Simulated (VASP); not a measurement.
Write the native input for VASP 6.6.1 that does the following.

| Property | Result |
| --- | --- |
| Task | single point |
| Functional | PBEsol |
| Potentials or basis | VASP PAW PBE potentials, release 64 (Ta_pv) |
| Cutoff | 520 eV |
| k mesh | 14 × 14 × 7 |
| Occupations | gaussian, width 0.1 eV |
| Spin | no spin polarisation |
| Dipole correction | no |
| Further INCAR settings | ALGO = Normal; EDIFF = 1e-07; NBANDS = 18 |

The structure of Ta lies in POSCAR:

```
Ta
1.0
    2.9003720000      0.0000000000      0.0000000000
   -1.4501860000      2.5117960000      0.0000000000
    0.0000000000      0.0000000000      5.2179367400
Ta
2
Direct
    0.6666666667      0.3333333333      0.7500000000
    0.3333333333      0.6666666667      0.2500000000
```

These files were run (other wordings do the same):

INCAR

```
ALGO = Normal ; EDIFF = 1E-7
ENCUT = 520 ; GGA = PS
ISIF = 2 ; ISMEAR = 0
LASPH = T ; LCHARG = T
LELF = T ; LREAL = F
LVHAR = T ; LWAVE = F
NBANDS = 18 ; NELM = 60
PREC = Accurate ; SIGMA = 0.1
```

KPOINTS

```
k-points
0
Gamma
  14 14 7
```

Potentials or basis: VASP PAW PBE potentials, release 64 (Ta_pv).

Command:

```console
$ cat potpaw_PBE.64/Ta_pv/POTCAR > POTCAR
$ mpirun -np 1 vasp_std > vasp.out
```

Results of the run:

The pressure is -8.5 GPa and the band gap on the k mesh is zero (band 11 reaches 6.42 eV, above the bottom of band 12 at 4.71 eV).

Caveat: the PAW data sets were made with another functional, which shifts forces and pressure a little; spin-orbit coupling is left out, which moves the levels of the heavy elements.

Wall time 71 s on 1 thread of Intel Xeon 6975P-C, with other jobs on the host, peak memory 0.2 GiB.
